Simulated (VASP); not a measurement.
Wanted: the native input for a VASP 6.6.1 run.

```
Task                   : single point
Functional             : LDA
Potentials or basis    : VASP PAW LDA potentials, release 64 (Na_pv, Li_sv, I, Cl)
Cutoff                 : 520 eV
k mesh                 : 6 × 6 × 4
Occupations            : gaussian, width 0.05 eV
Spin                   : no spin polarisation
Dipole correction      : no
Further INCAR settings : ALGO = Normal; EDIFF = 1e-06; NBANDS = 20
```

The structure of NaLiICl lies in POSCAR:

```
NaLiICl
1.0
    3.7643051200      0.0000000000      0.0000000000
    0.0000000000      3.7643051200      0.0000000000
    0.0000000000      0.0000000000      6.4639577600
Na Li I Cl
1 1 1 1
Direct
    0.5000000000      0.5000000000      0.5000000000
    0.0000000000      0.0000000000      0.0000000000
    0.5000000000      0.5000000000      0.0000000000
    0.0000000000      0.0000000000      0.5000000000
```

This cell differs from its parent crystal: strain -0.080 along x and y, +0.040 along z.

The input as run:

INCAR

```
  PREC = Accurate
  ENCUT = 520
  EDIFF = 1E-6
  ISMEAR = 0
  SIGMA = 0.05
  LREAL = False
  LASPH = True
  NELM = 80
  ALGO = Normal
  ISIF = 2
  LWAVE = False
  LCHARG = True
  LELF = True
  LVHAR = True
  NBANDS = 20
```

KPOINTS

```
regular mesh
0
Gamma
  6 6 4
```

Potentials or basis: VASP PAW LDA potentials, release 64 (Na_pv, Li_sv, I, Cl).

The run is started by

```sh
$ cat potpaw_LDA.64/Na_pv/POTCAR potpaw_LDA.64/Li_sv/POTCAR potpaw_LDA.64/I/POTCAR potpaw_LDA.64/Cl/POTCAR > POTCAR
$ mpirun -np 1 vasp_std > vasp.out
```

It gave:

- Band gap on the k mesh: 3.85 eV, indirect (least direct gap 3.88 eV)

Caveat: the cell differs from its parent crystal (strain -0.080 along x and y, +0.040 along z); spin-orbit coupling is left out, which moves the levels of the heavy elements.

It took 14 s on 1 thread of Intel(R) Xeon(R) 6975P-C (Granite Rapids), with other jobs on the host, peak memory 0.19 GiB.
